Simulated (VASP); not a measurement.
A run of VASP 6.6.1 is set up as follows.

File INCAR:

```
SYSTEM = LuSc2N3
PREC = Accurate ; ENCUT = 520
EDIFF = 1E-7 ; ISMEAR = 0
SIGMA = 0.1 ; LREAL = .False.
LASPH = .True. ; NELM = 100
ALGO = Normal ; ISIF = 2
LWAVE = .False. ; LCHARG = .False.
GGA = PE ; NBANDS = 40
```

The input KPOINTS:

```
Automatic mesh
0
Gamma
  12 12 12
  0 0 0
```

File POSCAR:

```
LuSc2N3
1.0
    2.9521561347      1.7044281390      3.1350405161
   -2.9521561347      1.7044281390      3.1350405161
    0.0000000000     -3.4088562781      3.1350405161
Lu Sc N
1 2 3
Direct
    0.5000000000      0.5000000000      0.5000000000
    0.2060297819      0.2060297819      0.2060297819
    0.7939702181      0.7939702181      0.7939702181
    0.0000000000      0.5000000000      0.5000000000
    0.5000000000      0.5000000000      0.0000000000
    0.5000000000      0.0000000000      0.5000000000
```

Potentials or basis: VASP PAW PBE potentials, release 64 (Lu, Sc_sv, N).

Run with:

```sh
$ cat potpaw_PBE.64/Lu/POTCAR potpaw_PBE.64/Sc_sv/POTCAR potpaw_PBE.64/N/POTCAR > POTCAR
$ mpirun -np 1 vasp_std > vasp.out
```

(1) Predict the band gap on the k mesh.

(2) Predict the pressure.

(3) Predict the largest force.

## Answers

(1) zero (bands 31 and 32 overlap by 0.43 eV).

(2) 0.7 GPa.

(3) 0.114 eV/Å.

Caveat: semilocal functionals underestimate gaps, and a narrow one can read as zero; spin-orbit coupling is left out, which moves the levels of the heavy elements.
